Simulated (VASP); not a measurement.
# AlP (F-43m) in VASP: further runs

The runs below take AlP through single point, with PBE, LDA, r2SCAN.

Program: VASP 6.6.1. These are calculated values, not measurements. Logs are shortened: lines on timing, memory, paths and dates and some standing lists are left out, and cuts for length are marked.

## (1) The cell of the first run

The structure is cubic, space group F-43m (No. 216). Conventional cell: a = 5.479 Å, b = 5.479 Å, c = 5.479 Å, α = 90.00°, β = 90.00°, γ = 90.00°. Al (site symmetry -43m) has 4 P at 2.37 Å within 3.1 Å. P (site symmetry -43m) has 4 Al at 2.37 Å within 3.1 Å.

## (2) Single point, PBE

INCAR reads:

```
SYSTEM = AlP
PREC     = Accurate       ! precision mode
ENCUT    = 500            ! plane-wave cutoff, eV
EDIFF    = 1E-6           ! SCF threshold, eV
ISMEAR   = 0              ! smearing method
SIGMA    = 0.01           ! smearing width, eV
LREAL    = .False.        ! projectors in reciprocal space
LASPH    = .True.         ! aspherical terms in the spheres
NELM     = 120            ! most SCF steps
ALGO     = Normal         ! electronic algorithm
ISIF     = 2              ! what is computed and relaxed
LWAVE    = .False.        ! write WAVECAR
LCHARG   = .False.        ! write CHGCAR
GGA      = PE             ! functional
NBANDS   = 11             ! bands
GGA_COMPAT= .False.
```

KPOINTS reads:

```
regular mesh
0
Gamma
  4 4 4
  0 0 0
```

POSCAR reads:

```
AlP
1.0
    0.0000000000      2.7392572069      2.7392572069
    2.7392572069      0.0000000000      2.7392572069
    2.7392572069      2.7392572069      0.0000000000
Al P
1 1
Direct
    0.0000000000      0.0000000000      0.0000000000
    0.2500000000      0.2500000000      0.2500000000
```

Potentials or basis: VASP PAW PBE potentials, release 64 (Al, P).

Started as:

```bash
$ cat potpaw_PBE.64/Al/POTCAR potpaw_PBE.64/P/POTCAR > POTCAR
$ mpirun -np 1 vasp_std > vasp.out
```

OUTCAR:

```text
SYSTEM = AlP
   PREC = Accurate
   ENCUT = 500
   EDIFF = 1E-6
   ISMEAR = 0
   LREAL = .False.
   LASPH = .True.
   NELM = 120
   ISIF = 2
   GGA = PE

 ion  position               nearest neighbor table
   1  0.000  0.000  0.000-   2 2.37   2 2.37   2 2.37   2 2.37
   2  0.250  0.250  0.250-   1 2.37   1 2.37   1 2.37   1 2.37

  LATTYP: Found a face centered cubic cell.
 ALAT       =     5.4785144138

  Lattice vectors:

 A1 = (   0.0000000000,   2.7392572069,   2.7392572069)
 A2 = (   2.7392572069,   0.0000000000,   2.7392572069)
 A3 = (   2.7392572069,   2.7392572069,   0.0000000000)

Analysis of symmetry for initial positions (statically):
=====================================================================
 Subroutine PRICEL returns:
 Original cell was already a primitive cell.

 Routine SETGRP: Setting up the symmetry group for a
 face centered cubic supercell.

 Subroutine GETGRP returns: Found 24 space group operations
 (whereof 24 operations were pure point group operations)
 out of a pool of 48 trial point group operations.

The static configuration has the point symmetry T_d .

Analysis of symmetry for dynamics (positions and initial velocities):
=====================================================================
 Subroutine PRICEL returns:
 Original cell was already a primitive cell.

 Routine SETGRP: Setting up the symmetry group for a
 face centered cubic supercell.

 Subroutine GETGRP returns: Found 24 space group operations
 (whereof 24 operations were pure point group operations)
 out of a pool of 48 trial point group operations.

The dynamic configuration has the point symmetry T_d .

 Subroutine INISYM returns: Found 24 space group operations
 (whereof 24 operations are pure point group operations),
 and found     1 'primitive' translations

----------------------------------------------------------------------------------------

                                     Primitive cell

  volume of cell :      41.1082

  direct lattice vectors                    reciprocal lattice vectors
     0.000000000  2.739257207  2.739257207    -0.182531235  0.182531235  0.182531235
     2.739257207  0.000000000  2.739257207     0.182531235 -0.182531235  0.182531235
     2.739257207  2.739257207  0.000000000     0.182531235  0.182531235 -0.182531235

  length of vectors
     3.873894693  3.873894693  3.873894693     0.316153372  0.316153372  0.316153372

  position of ions in fractional coordinates (direct lattice)
     0.000000000  0.000000000  0.000000000
     0.250000000  0.250000000  0.250000000

  ion indices of the primitive-cell ions
   primitive index   ion index
                 1           1
                 2           2

----------------------------------------------------------------------------------------

 KPOINTS: regular mesh

Automatic generation of k-mesh.
 Grid dimensions read from file:
 generate k-points for:    4    4    4

 Generating k-lattice:

  Cartesian coordinates                     Fractional coordinates (reciprocal lattice)
    -0.045632809  0.045632809  0.045632809     0.250000000  0.000000000  0.000000000
     0.045632809 -0.045632809  0.045632809     0.000000000  0.250000000  0.000000000
     0.045632809  0.045632809 -0.045632809     0.000000000  0.000000000  0.250000000

  Length of vectors
     0.079038343  0.079038343  0.079038343

  Shift w.r.t. Gamma in fractional coordinates (k-lattice)
     0.000000000  0.000000000  0.000000000

 Subroutine IBZKPT returns following result:
 ===========================================

 Found      8 irreducible k-points:

 Following reciprocal coordinates:
            Coordinates               Weight
  0.000000  0.000000  0.000000      1.000000
  0.250000  0.000000  0.000000      8.000000
  0.500000  0.000000  0.000000      4.000000
  0.250000  0.250000  0.000000      6.000000
  0.500000  0.250000  0.000000     24.000000
 -0.250000  0.250000  0.000000     12.000000
  0.500000  0.500000  0.000000      3.000000
 -0.250000  0.500000  0.250000      6.000000
   k-points           NKPTS =      8   k-points in BZ     NKDIM =      8   number of bands    NBANDS=     11
   number of dos      NEDOS =    301   number of ions     NIONS =      2
   total plane-waves  NPLWV =  21952
   dimension x,y,z NGX =    28 NGY =   28 NGZ =   28
   dimension x,y,z NGXF=    56 NGYF=   56 NGZF=   56
   ions per type =               1   1
   NGX,Y,Z   is equivalent  to a cutoff of  12.02, 12.02, 12.02 a.u.
   NGXF,Y,Z  is equivalent  to a cutoff of  24.03, 24.03, 24.03 a.u.
 SYSTEM =  AlP
   PREC   = accura    normal or accurate (medium, high low for compatibility)
   ISTART =      0    job   : 0-new  1-cont  2-samecut
   ICHARG =      2    charge: 1-file 2-atom 10-const
   ISPIN  =      1    spin polarized calculation?
   LNONCOLLINEAR =      F non collinear calculations
   LSORBIT =      F    spin-orbit coupling
   LASPH  =      T    aspherical Exc in radial PAW
   ENCUT  =  500.0 eV  36.75 Ry    6.06 a.u.   7.06  7.06  7.06*2*pi/ulx,y,z
   NELM   =    120;   NELMIN=  2; NELMDL= -5     # of ELM steps
   EDIFF  = 0.1E-05   stopping-criterion for ELM
   LREAL  =      F    real-space projection
[... 7 lines left out ...]
   TEBEG  =    0.0;   TEEND  =   0.0 temperature during run
   PSTRESS=    0.0 pullay stress
   NELECT =       8.0000    total number of electrons
   NUPDOWN=      -1.0000    fix difference up-down
   EMIN   =  10.00;   EMAX   =-10.00  energy-range for DOS
   EFERMI =   0.00;   METHOD = LEGACY
   ISMEAR =     0;   SIGMA  =   0.01  broadening in eV -4-tet -1-fermi 0-gaus
   EFERMI_NEDOS =   21; number of points for ismear=-14 and -15
   IALGO  =     38    algorithm
   IMIX   =      4    mixing-type and parameters
     AMIX     =   0.40;   BMIX     =  1.00
     AMIX_MAG =   1.60;   BMIX_MAG =  1.00
  volume/ion in A,a.u.               =      20.55       138.71
  Fermi-wavevector in a.u.,A,eV,Ry     =   0.948700  1.792782 12.245662  0.900031
  Thomas-Fermi vector in A             =   2.076913
   LORBIT       =      0    0 simple, 1 ext, 2 COOP (PROOUT), +10 PAW based schemes
   GGA     = PE    functional components
   LHFCALC =     F    Hartree Fock is set to
   AEXX    =    0.0000 exact exchange contribution
   IVDW    =     0    specifies the selected vdW correction
   LEPSILON=     F    determine dielectric tensor
   LRPA    =     F    only Hartree local field effects (RPA)
 non-spin polarized calculation
 Gauss-broadening in eV      SIGMA  =   0.01
  energy-cutoff  :      500.00
  volume of cell :       41.11
 maximum number of plane-waves:      1056
   NGX = 15   NGY = 15   NGZ = 15

 number of electron       8.0000001 magnetization

 Free energy of the ion-electron system (eV)
  ---------------------------------------------------
  ext. energy  EPLUGINS =         0.00000000
  ---------------------------------------------------
  free energy    TOTEN  =       -10.27969873 eV

  energy without entropy =      -10.27969873  energy(sigma->0) =      -10.27969873

 E-fermi :   4.6195     XC(G=0):  -9.1524

 val. band max:        4.5260901457   @ k =   0.0000   0.0000   0.0000
 cond. band min:       6.1013667729   @ k =   0.5000   0.5000   0.0000
 fundamental gap:      1.5752766272
 Fermi energy:         4.6194660003

 k-point     1 :       0.0000    0.0000    0.0000
  band No.  band energies     occupation
      1      -6.9262      2.00000
      2       4.5261      2.00000
      3       4.5261      2.00000
      4       4.5261      2.00000
      5       7.7391      0.00000
      6       9.0484      0.00000
      7       9.0484      0.00000
      8       9.0484      0.00000
      9      13.3274      0.00000
     10      13.3274      0.00000
     11      14.7269      0.00000

 k-point     2 :       0.2500    0.0000    0.0000
  band No.  band energies     occupation
      1      -6.2749      2.00000
      2       1.3616      2.00000
      3       4.0849      2.00000
      4       4.0849      2.00000
      5       7.7964      0.00000
      6       9.6380      0.00000
      7       9.6380      0.00000
      8      11.3920      0.00000
      9      12.8185      0.00000
     10      12.8185      0.00000
     11      14.8416      0.00000

 k-point     3 :       0.5000    0.0000    0.0000
  band No.  band energies     occupation
      1      -5.2652      2.00000
      2      -0.9734      2.00000
      3       3.7650      2.00000
      4       3.7650      2.00000
      5       7.2867      0.00000
      6       9.3179      0.00000
      7       9.3179      0.00000
      8      12.7579      0.00000
      9      16.0097      0.00000
     10      16.0097      0.00000
     11      16.2806      0.00000

 k-point     4 :       0.2500    0.2500    0.0000
  band No.  band energies     occupation
      1      -6.0506      2.00000
      2       1.6358      2.00000
      3       3.2450      2.00000
      4       3.2450      2.00000
      5       7.3653      0.00000
      6       8.5824      0.00000
      7      11.5557      0.00000
      8      11.5557      0.00000
      9      12.4462      0.00000
     10      14.4982      0.00000
     11      18.1413      0.00000

 k-point     5 :       0.5000    0.2500    0.0000
  band No.  band energies     occupation
      1      -5.0036      2.00000
      2      -0.3576      2.00000
      3       1.8808      2.00000
      4       2.9863      2.00000
      5       7.3021      0.00000
      6       9.8023      0.00000
      7      11.3637      0.00000
      8      11.6063      0.00000
      9      15.2779      0.00000
     10      16.0764      0.00000
     11      17.7674      0.00000

 k-point     6 :      -0.2500    0.2500    0.0000
  band No.  band energies     occupation
      1      -5.3835      2.00000
      2       0.1955      2.00000
      3       1.7176      2.00000
      4       3.6878      2.00000
      5       8.2648      0.00000
      6      10.5886      0.00000
      7      10.6864      0.00000
      8      11.0708      0.00000
      9      12.1324      0.00000
     10      15.5240      0.00000
     11      17.7217      0.00000

 k-point     7 :       0.5000    0.5000    0.0000
  band No.  band energies     occupation
      1      -4.6084      2.00000
      2      -0.7646      2.00000
      3       2.4354      2.00000
      4       2.4354      2.00000
      5       6.1014      0.00000
      6       6.9760      0.00000
      7      15.4955      0.00000
      8      15.4955      0.00000
      9      16.4826      0.00000
     10      16.5632      0.00000
     11      16.5632      0.00000

 k-point     8 :      -0.2500    0.5000    0.2500
  band No.  band energies     occupation
      1      -4.5600      2.00000
      2      -0.3845      2.00000
      3       1.3822      2.00000
      4       1.7329      2.00000
      5       8.8361      0.00000
      6      10.4040      0.00000
      7      10.6510      0.00000
      8      10.8515      0.00000
      9      15.7179      0.00000
     10      16.4156      0.00000
     11      17.7523      0.00000

------------------------ aborting loop because EDIFF is reached ----------------------------------------

  FORCE on cell =-STRESS in cart. coord.  units (eV):
  Direction    XX          YY          ZZ          XY          YZ          ZX
  --------------------------------------------------------------------------------------
  -------------------------------------------------------------------------------------
  Total        0.4267555      0.4267555      0.4267555     -0.0000000     -0.0000000     -0.0000000
  in kB       16.6326423     16.6326423     16.6326423     -0.0000000     -0.0000000     -0.0000000
  external PRESSURE =      16.6326423 kB  Pullay stress =       0.0000000 kB

 VOLUME and BASIS-vectors are now :
 -----------------------------------------------------------------------------
  energy-cutoff  :      500.00
  volume of cell :       41.11
      direct lattice vectors                 reciprocal lattice vectors
     0.000000000  2.739257207  2.739257207    -0.182531235  0.182531235  0.182531235
     2.739257207  0.000000000  2.739257207     0.182531235 -0.182531235  0.182531235
     2.739257207  2.739257207  0.000000000     0.182531235  0.182531235 -0.182531235

 POSITION                                       TOTAL-FORCE (eV/Angst)
 -----------------------------------------------------------------------------------
      0.00000      0.00000      0.00000        -0.000000      0.000000     -0.000000
      1.36963      1.36963      1.36963         0.000000     -0.000000      0.000000
 -----------------------------------------------------------------------------------
    total drift:                               -0.000000     -0.000000      0.000000

  FREE ENERGIE OF THE ION-ELECTRON SYSTEM (eV)
  ---------------------------------------------------
  free  energy   TOTEN  =       -10.2796987261 eV

  energy  without entropy=      -10.2796987261  energy(sigma->0) =      -10.27969873
```

Run time: 6 s. Hardware: 1 thread of Intel Xeon 8259CL, shared host; peak memory 0.15 GiB.

Results:

| Property | Result |
| --- | --- |
| Free energy | -10.2797 eV |
| Pressure | 1.7 GPa |
| Band gap on the k mesh | 1.58 eV, indirect (least direct gap 3.21 eV) |

Caveat: the k points lie up to 0.50 Å⁻¹ apart.

## (3) Single point, PBE

INCAR reads:

```
  PREC = Accurate
  ENCUT = 500
  EDIFF = 1E-6
  ISMEAR = 0
  SIGMA = 0.01
  LREAL = False
  LASPH = True
  NELM = 120
  ALGO = Normal
  ISIF = 2
  LWAVE = False
  LCHARG = False
  GGA = PE
  NBANDS = 11
  GGA_COMPAT = False
```

KPOINTS reads:

```
regular mesh
0
Gamma
  4 4 4
```

POSCAR is that of step 2.

Potentials or basis: VASP PAW PBE potentials, release 64 (Al, P).

Started as:

```bash
$ cat potpaw_PBE.64/Al/POTCAR potpaw_PBE.64/P/POTCAR > POTCAR
$ mpirun -np 1 vasp_std > vasp.out
```

Wall time 6.7 s (1 thread of Intel Xeon 8259CL, shared host); peak memory 0.14 GiB.

The run converged. Its results:

```yaml
Free_energy: -10.2797 eV
Pressure: 1.7 GPa
Band_gap_on_the_k_mesh: 1.58 eV, indirect (least direct gap 3.21 eV)
```

Levels at points of the mesh, in eV from the valence-band top:
| k point | band 1 | band 2 | band 3 | band 4 | band 5 | band 6 | band 7 | band 8 | band 9 |
| --- | --- | --- | --- | --- | --- | --- | --- | --- | --- |
| (0.00, 0.00, 0.00) | -11.45 | 0.00 | 0.00 | 0.00 | 3.21 | 4.52 | 4.52 | 4.52 | 8.80 |
| (0.50, 0.00, 0.00) | -9.79 | -5.50 | -0.76 | -0.76 | 2.76 | 4.79 | 4.79 | 8.23 | 11.48 |
| (0.50, 0.50, 0.00) | -9.13 | -5.29 | -2.09 | -2.09 | 1.58 | 2.45 | 10.97 | 10.97 | 11.96 |

Caveat: the k points lie up to 0.50 Å⁻¹ apart. A hybrid or GW would open this gap; PBE tends to underestimate it.

## (4) Single point, LDA

INCAR reads:

```
SYSTEM = AlP
ALGO = Normal
EDIFF = 1E-6
ENCUT = 500
GGA_COMPAT = .FALSE.
ISIF = 2
ISMEAR = 0
LASPH = .TRUE.
LCHARG = .FALSE.
LREAL = .FALSE.
LWAVE = .FALSE.
NBANDS = 11
NELM = 120
PREC = Accurate
SIGMA = 0.01
```

KPOINTS reads:

```
k-points
0
G
  4 4 4
  0 0 0
```

POSCAR is that of step 3.

Potentials or basis: VASP PAW LDA potentials, release 64 (Al, P).

Started as:

```bash
$ cat potpaw_LDA.64/Al/POTCAR potpaw_LDA.64/P/POTCAR > POTCAR
$ mpirun -np 1 vasp_std > vasp.out
```

Run time: 5.2 s. Hardware: 1 thread of Intel Xeon 8259CL, shared host; peak memory 0.13 GiB.

It converged, with:

* Free energy: -11.3042 eV
* Pressure: -1.7 GPa
* Band gap on the k mesh: 1.43 eV, indirect (least direct gap 3.02 eV)

Levels at points of the mesh, in eV from the valence-band top:
```tsv
k point	band 1	band 2	band 3	band 4	band 5	band 6	band 7	band 8	band 9
(0.00, 0.00, 0.00)	-11.46	0.00	0.00	0.00	3.02	4.43	4.43	4.43	8.78
(0.50, 0.00, 0.00)	-9.77	-5.56	-0.77	-0.77	2.60	4.70	4.70	8.01	11.45
(0.50, 0.50, 0.00)	-9.11	-5.34	-2.11	-2.11	1.43	2.30	10.78	10.78	11.71
```

Caveat: the k points lie up to 0.50 Å⁻¹ apart.

## (5) Single point, r2SCAN

POSCAR is that of step 4.

INCAR.step1 reads:

```
PREC     = Accurate       # precision mode
ENCUT    = 550            # plane-wave cutoff, eV
ISMEAR   = 0              # smearing method
SIGMA    = 0.01           # smearing width, eV
LREAL    = F              # projectors in reciprocal space
LASPH    = T              # aspherical terms in the spheres
NELM     = 120            # most SCF steps
NBANDS   = 11             # bands
GGA      = PE             # functional
ALGO     = Normal         # electronic algorithm
EDIFF    = 1E-5           # SCF threshold, eV
LWAVE    = T              # write WAVECAR
LCHARG   = F              # write CHGCAR
GGA_COMPAT= F
```

INCAR.step2 reads:

```
PREC     = Accurate       # precision mode
ENCUT    = 550            # plane-wave cutoff, eV
EDIFF    = 1E-6           # SCF threshold, eV
ISMEAR   = 0              # smearing method
SIGMA    = 0.01           # smearing width, eV
LREAL    = F              # projectors in reciprocal space
LASPH    = T              # aspherical terms in the spheres
NELM     = 120            # most SCF steps
ALGO     = Normal         # electronic algorithm
ISIF     = 2              # what is computed and relaxed
LWAVE    = F              # write WAVECAR
LCHARG   = F              # write CHGCAR
METAGGA  = R2SCAN         # meta-GGA
LMIXTAU  = T            
NBANDS   = 11             # bands
ISTART   = 1            
GGA_COMPAT= F
```

KPOINTS reads:

```
regular mesh
0
Gamma
  4 4 4
```

Potentials or basis: VASP PAW PBE potentials, release 64 (Al, P).

Started as:

```bash
$ cat potpaw_PBE.64/Al/POTCAR potpaw_PBE.64/P/POTCAR > POTCAR
$ cp INCAR.step1 INCAR
$ mpirun -np 1 vasp_std > vasp.out
$ cp INCAR.step2 INCAR
$ mpirun -np 1 vasp_std > vasp.out
```

It took 40 s on 1 thread of Intel Xeon 8259CL, shared host; peak memory 0.16 GiB.

It converged, with:

| Item | Value |
| --- | --- |
| Free energy | -17.1242 eV |
| Pressure | 0.1 GPa |
| Band gap on the k mesh | 1.91 eV, indirect (least direct gap 3.91 eV) |

Levels at points of the mesh, in eV from the valence-band top:
```csv
k point,band 2,band 3,band 4,band 5,band 6,band 7
"(0.00, 0.00, 0.00)",0.00,0.00,0.00,3.91,4.95,4.95
"(0.50, 0.00, 0.00)",-5.64,-0.79,-0.79,3.27,5.20,5.20
"(0.50, 0.50, 0.00)",-5.41,-2.16,-2.16,1.91,2.83,11.89
```

Caveat: the k points lie up to 0.50 Å⁻¹ apart; the PAW data sets were made with another functional, which shifts forces and pressure a little. A k mesh can miss the band edges.

## (6) Single point, PBE

INCAR: that of step 4 with these lines changed.

```diff
@@ -4,2 +4,3 @@
 ENCUT = 500
+GGA = PE
 GGA_COMPAT = .FALSE.
@@ -8,4 +9,6 @@
 LASPH = .TRUE.
-LCHARG = .FALSE.
+LCHARG = .TRUE.
+LELF = .TRUE.
 LREAL = .FALSE.
+LVHAR = .TRUE.
 LWAVE = .FALSE.
```

KPOINTS reads:

```
k-points
0
G
  6 6 6
  0 0 0
```

POSCAR is that of step 5.

Potentials or basis: VASP PAW PBE potentials, release 64 (Al, P).

Started as:

```bash
$ cat potpaw_PBE.64/Al/POTCAR potpaw_PBE.64/P/POTCAR > POTCAR
$ mpirun -np 1 vasp_std > vasp.out
```

Wall time 12 s (1 thread of Intel Xeon 8259CL, shared host); peak memory 0.15 GiB.

It converged, with:

* Free energy: -10.3668 eV
* Pressure: 1.3 GPa
* Band gap on the k mesh: 1.60 eV, indirect (least direct gap 3.22 eV)

Levels at points of the mesh, in eV from the valence-band top:
```tsv
k point	band 1	band 2	band 3	band 4	band 5	band 6	band 7	band 8
(0.00, 0.00, 0.00)	-11.45	0.00	0.00	0.00	3.22	4.54	4.54	4.54
(0.50, 0.00, 0.00)	-9.79	-5.48	-0.76	-0.76	2.78	4.81	4.81	8.24
(0.50, 0.50, 0.00)	-9.14	-5.28	-2.08	-2.08	1.60	2.47	10.98	10.98
```

## (7) Overview

| level | potentials or basis | k mesh | cutoff (eV) | gap on the mesh (eV) | pressure (GPa) |
| --- | --- | --- | --- | --- | --- |
| PBE | VASP PAW PBE potentials, release 64 (Al, P) | 4 × 4 × 4 | 500 | 1.58 | 1.7 |
| LDA | VASP PAW LDA potentials, release 64 (Al, P) | 4 × 4 × 4 | 500 | 1.43 | -1.7 |
| r2SCAN | VASP PAW PBE potentials, release 64 (Al, P) | 4 × 4 × 4 | 550 | 1.91 | 0.1 |
| PBE | VASP PAW PBE potentials, release 64 (Al, P) | 6 × 6 × 6 | 500 | 1.60 | 1.3 |

Alike in all rows: task single point; no spin polarisation; cell as given; smearing gaussian 0.01 eV.

Caveats: some runs use coarse meshes; the PAW data sets were made with another functional, which shifts forces and pressure a little (some runs).

Total energies depend on the potentials used, so only differences within one code and one set of settings carry meaning.
